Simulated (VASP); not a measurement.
# Ta (I4/mmm) in VASP: notebook

Runs on Ta. Level: PBEsol. Tasks: single point.

Program: VASP 6.6.1. These are calculated values, not measurements. Logs are shortened: lines on timing, memory, paths and dates and some standing lists are left out, and cuts for length are marked.

**1. The cell of the first run**

Symmetry: I4/mmm, No. 139, tetragonal system. The conventional cell has a = 3.401 Å, b = 3.401 Å, c = 2.929 Å, α = 90.00°, β = 90.00°, γ = 90.00°. Within 3.7 Å of Ta (site symmetry 4/mmm) lie 14 Ta at 2.82 to 3.40 Å.

**2. Single point, PBEsol (16.95 Å³/atom)**

INCAR

```
SYSTEM = Ta
ALGO = Fast
EDIFF = 1E-6
ENCUT = 520
GGA = PS
ISIF = 2
ISMEAR = 0
LASPH = .TRUE.
LCHARG = .FALSE.
LREAL = .FALSE.
LWAVE = .FALSE.
NBANDS = 12
NELM = 80
PREC = Accurate
SIGMA = 0.15
```

KPOINTS

```
k-points
0
G
  22 22 22
  0 0 0
```

POSCAR

```
Ta
1.0
   -1.7006927235      1.7006927235      1.4646365735
    1.7006927235     -1.7006927235      1.4646365735
    1.7006927235      1.7006927235     -1.4646365735
Ta
1
Direct
    0.0000000000      0.0000000000      0.0000000000
```

Potentials or basis: VASP PAW PBE potentials, release 64 (Ta_pv).

Started as:

```bash
$ cat potpaw_PBE.64/Ta_pv/POTCAR > POTCAR
$ mpirun -np 1 vasp_std > vasp.out
```

OUTCAR:

```text
SYSTEM = Ta
   EDIFF = 1E-6
   ENCUT = 520
   GGA = PS
   ISIF = 2
   ISMEAR = 0
   LASPH = .TRUE.
   LREAL = .FALSE.
   NELM = 80
   PREC = Accurate

 ion  position               nearest neighbor table
   1  0.000  0.000  0.000-

  LATTYP: Found a body centered tetragonal cell.
 ALAT       =     3.4013854470
 C/A-ratio  =     0.8612000000

  Lattice vectors:

 A1 = (  -1.7006927235,   1.7006927235,   1.4646365735)
 A2 = (   1.7006927235,  -1.7006927235,   1.4646365735)
 A3 = (   1.7006927235,   1.7006927235,  -1.4646365735)

Analysis of symmetry for initial positions (statically):
=====================================================================
 Subroutine PRICEL returns:
 Original cell was already a primitive cell.

 Routine SETGRP: Setting up the symmetry group for a
 body centered tetragonal supercell.

 Subroutine GETGRP returns: Found 16 space group operations
 (whereof 16 operations were pure point group operations)
 out of a pool of 16 trial point group operations.

The static configuration has the point symmetry D_4h.

Analysis of symmetry for dynamics (positions and initial velocities):
=====================================================================
 Subroutine PRICEL returns:
 Original cell was already a primitive cell.

 Routine SETGRP: Setting up the symmetry group for a
 body centered tetragonal supercell.

 Subroutine GETGRP returns: Found 16 space group operations
 (whereof 16 operations were pure point group operations)
 out of a pool of 16 trial point group operations.

The dynamic configuration has the point symmetry D_4h.

 Subroutine INISYM returns: Found 16 space group operations
 (whereof 16 operations are pure point group operations),
 and found     1 'primitive' translations

----------------------------------------------------------------------------------------

                                     Primitive cell

  volume of cell :      16.9450

  direct lattice vectors                    reciprocal lattice vectors
    -1.700692724  1.700692724  1.464636573     0.000000000  0.293997848  0.341381616
     1.700692724 -1.700692724  1.464636573     0.293997848  0.000000000  0.341381616
     1.700692724  1.700692724 -1.464636573     0.293997848  0.293997848  0.000000000

  length of vectors
     2.816002800  2.816002800  2.816002800     0.450528736  0.450528736  0.415775743

  position of ions in fractional coordinates (direct lattice)
     0.000000000  0.000000000  0.000000000

  ion indices of the primitive-cell ions
   primitive index   ion index
                 1           1

----------------------------------------------------------------------------------------

 KPOINTS: k-points

Automatic generation of k-mesh.
 Grid dimensions read from file:
 generate k-points for:   22   22   22

 Generating k-lattice:

  Cartesian coordinates                     Fractional coordinates (reciprocal lattice)
     0.000000000  0.013363539  0.015517346     0.045454545  0.000000000  0.000000000
     0.013363539  0.000000000  0.015517346     0.000000000  0.045454545  0.000000000
     0.013363539  0.013363539  0.000000000     0.000000000  0.000000000  0.045454545

  Length of vectors
     0.020478579  0.020478579  0.018898897

  Shift w.r.t. Gamma in fractional coordinates (k-lattice)
     0.000000000  0.000000000  0.000000000

 Subroutine IBZKPT returns following result:
 ===========================================

 Found    834 irreducible k-points:

 Following reciprocal coordinates:
            Coordinates               Weight
  0.000000  0.000000  0.000000      1.000000
  0.045455  0.000000  0.000000      8.000000
  0.090909  0.000000  0.000000      8.000000
  0.136364  0.000000  0.000000      8.000000
  0.181818  0.000000  0.000000      8.000000
  0.227273  0.000000 -0.000000      8.000000
[... 16 lines left out ...]
  0.500000  0.045455  0.000000     16.000000
 -0.454545  0.045455  0.000000     16.000000
 [... further k-points ...]
   k-points           NKPTS =    834   k-points in BZ     NKDIM =    834   number of bands    NBANDS=     12
   number of dos      NEDOS =    301   number of ions     NIONS =      1
   total plane-waves  NPLWV =  13824
   dimension x,y,z NGX =    24 NGY =   24 NGZ =   24
   dimension x,y,z NGXF=    48 NGYF=   48 NGZF=   48
   ions per type =               1
   NGX,Y,Z   is equivalent  to a cutoff of  14.17, 14.17, 14.17 a.u.
   NGXF,Y,Z  is equivalent  to a cutoff of  28.34, 28.34, 28.34 a.u.
 SYSTEM =  Ta
   PREC   = accura    normal or accurate (medium, high low for compatibility)
   ISTART =      0    job   : 0-new  1-cont  2-samecut
   ICHARG =      2    charge: 1-file 2-atom 10-const
   ISPIN  =      1    spin polarized calculation?
   LNONCOLLINEAR =      F non collinear calculations
   LSORBIT =      F    spin-orbit coupling
   LASPH  =      T    aspherical Exc in radial PAW
   ENCUT  =  520.0 eV  38.22 Ry    6.18 a.u.   5.24  5.24  5.24*2*pi/ulx,y,z
   NELM   =     80;   NELMIN=  2; NELMDL= -5     # of ELM steps
   EDIFF  = 0.1E-05   stopping-criterion for ELM
   LREAL  =      F    real-space projection
   EDIFFG = 0.1E-04   stopping-criterion for IOM
   NSW    =      0    number of steps for IOM
   IBRION =     -1    ionic relax: 0-MD 1-quasi-New 2-CG
   NFREE  =      0    steps in history (QN), initial steepest desc. (CG)
   ISIF   =      2    stress and relaxation
   ISYM   =      2    0-nonsym 1-usesym 2-fastsym
   POTIM  = 0.5000    time-step for ionic-motion
   TEBEG  =    0.0;   TEEND  =   0.0 temperature during run
   PSTRESS=    0.0 pullay stress
   NELECT =      11.0000    total number of electrons
   NUPDOWN=      -1.0000    fix difference up-down
   EMIN   =  10.00;   EMAX   =-10.00  energy-range for DOS
   EFERMI =   0.00;   METHOD = LEGACY
   ISMEAR =     0;   SIGMA  =   0.15  broadening in eV -4-tet -1-fermi 0-gaus
   EFERMI_NEDOS =   21; number of points for ismear=-14 and -15
   IALGO  =     68    algorithm
   IMIX   =      4    mixing-type and parameters
     AMIX     =   0.40;   BMIX     =  1.00
     AMIX_MAG =   1.60;   BMIX_MAG =  1.00
  volume/ion in A,a.u.               =      16.95       114.35
  Fermi-wavevector in a.u.,A,eV,Ry     =   1.417507  2.678700 27.338540  2.009326
  Thomas-Fermi vector in A             =   2.538730
   LORBIT       =      0    0 simple, 1 ext, 2 COOP (PROOUT), +10 PAW based schemes
   GGA     = PS    functional components
   LHFCALC =     F    Hartree Fock is set to
   AEXX    =    0.0000 exact exchange contribution
   IVDW    =     0    specifies the selected vdW correction
   LEPSILON=     F    determine dielectric tensor
   LRPA    =     F    only Hartree local field effects (RPA)
 non-spin polarized calculation
 RMM-DIIS sequential band-by-band and
 Gauss-broadening in eV      SIGMA  =   0.15
  energy-cutoff  :      520.00
  volume of cell :       16.95
 maximum number of plane-waves:       475
 NGX is ok and might be reduce to    24
   NGX = 11   NGY = 11   NGZ = 11

 number of electron      11.0000001 magnetization

 Free energy of the ion-electron system (eV)
  ---------------------------------------------------
  ext. energy  EPLUGINS =         0.00000000
  ---------------------------------------------------
  free energy    TOTEN  =       -12.45452650 eV

  energy without entropy =      -12.44226210  energy(sigma->0) =      -12.44839430

 E-fermi :   5.9639     XC(G=0): -13.0389

 val. band max:        5.9568411794   @ k =  -0.4091   0.5000   0.0455
 cond. band min:       5.9668954466   @ k =  -0.2273   0.5000   0.2273
 fundamental gap:      0.0100542672
 Fermi energy:         5.9639263625

 k-point     1 :       0.0000    0.0000    0.0000
  band No.  band energies     occupation
      1     -26.9762      2.00000
      2     -26.9762      2.00000
      3     -26.8922      2.00000
      4      -2.3291      2.00000
      5       5.3033      2.00000
      6       7.5204      0.00000
      7       7.5204      0.00000
      8       8.3105      0.00000
      9      11.3069      0.00000
     10      20.4187      0.00000
     11      20.4187      0.00000
     12      20.6971      0.00000

 k-point     2 :       0.0455    0.0000    0.0000
  band No.  band energies     occupation
      1     -26.9929      2.00000
      2     -26.9861      2.00000
      3     -26.9118      2.00000
      4      -2.2213      2.00000
      5       5.3362      2.00000
      6       7.4637      0.00000
      7       7.4935      0.00000
      8       8.3363      0.00000
      9      11.1957      0.00000
     10      20.6257      0.00000
     11      20.6482      0.00000
     12      20.6976      0.00000

 k-point     3 :       0.0909    0.0000    0.0000
  band No.  band energies     occupation
      1     -27.0673      2.00000
      2     -27.0150      2.00000
      3     -26.9421      2.00000
      4      -1.9058      2.00000
      5       5.3940      2.00000
      6       7.2563      0.00000
      7       7.4710      0.00000
      8       8.4596      0.00000
      9      10.9260      0.00000
     10      20.6963      0.00000
     11      21.2265      0.00000
     12      21.2457      0.00000
[... 286 lines left out ...]
 k-point    23 :       0.5000    0.0455    0.0000
  band No.  band energies     occupation
      1     -28.3842      2.00000
      2     -27.4512      2.00000
      3     -27.0917      2.00000
      4       1.2601      2.00000
      5       3.5467      2.00000
      6       8.0314      0.00000
      7       9.7971      0.00000
      8      12.5945      0.00000
      9      14.0688      0.00000
     10      18.0277      0.00000
     11      19.0834      0.00000
     12      22.3592      0.00000

 k-point    24 :      -0.4545    0.0455    0.0000
  band No.  band energies     occupation
      1     -28.3260      2.00000
      2     -27.4339      2.00000
      3     -27.0834      2.00000
      4       1.2877      2.00000
      5       3.6445      2.00000
      6       7.5318      0.00000
      7       9.8815      0.00000
      8      12.1099      0.00000
      9      13.4799      0.00000
     10      18.1060      0.00000
     11      20.1746      0.00000
     12      20.7781      0.00000

 [... further k-points ...]

------------------------ aborting loop because EDIFF is reached ----------------------------------------

  FORCE on cell =-STRESS in cart. coord.  units (eV):
  Direction    XX          YY          ZZ          XY          YZ          ZX
  --------------------------------------------------------------------------------------
  -------------------------------------------------------------------------------------
  Total        0.7063029      0.7063029      2.3592811      0.0000000     -0.0000000      0.0000000
  in kB       66.7820905     66.7820905    223.0738662      0.0000000     -0.0000000      0.0000000
  external PRESSURE =     118.8793491 kB  Pullay stress =       0.0000000 kB

 VOLUME and BASIS-vectors are now :
 -----------------------------------------------------------------------------
  energy-cutoff  :      520.00
  volume of cell :       16.95
      direct lattice vectors                 reciprocal lattice vectors
    -1.700692724  1.700692724  1.464636573     0.000000000  0.293997848  0.341381616
     1.700692724 -1.700692724  1.464636573     0.293997848  0.000000000  0.341381616
     1.700692724  1.700692724 -1.464636573     0.293997848  0.293997848  0.000000000

 POSITION                                       TOTAL-FORCE (eV/Angst)
 -----------------------------------------------------------------------------------
      0.00000      0.00000      0.00000         0.000000      0.000000      0.000000
 -----------------------------------------------------------------------------------
    total drift:                                0.000000      0.000000     -0.000000

  FREE ENERGIE OF THE ION-ELECTRON SYSTEM (eV)
  ---------------------------------------------------
  free  energy   TOTEN  =       -12.4545264984 eV

  energy  without entropy=      -12.4422621044  energy(sigma->0) =      -12.44839430
```

It took 2.9 min on 1 thread of Intel Xeon 8259CL, shared host; peak memory 0.28 GiB.

What came out:

| Item | Value |
| --- | --- |
| Free energy | -12.4545 eV |
| Pressure | 11.9 GPa |
| Band gap on the k mesh | zero (an odd number of electrons rules out a gap without spin polarisation) |

Caveat: the stress differs along the axes, from 7 to 22 GPa; the PAW data sets were made with another functional, which shifts forces and pressure a little; spin-orbit coupling is left out, which moves the levels of the heavy elements.

(Continued in part 2 of 2.)
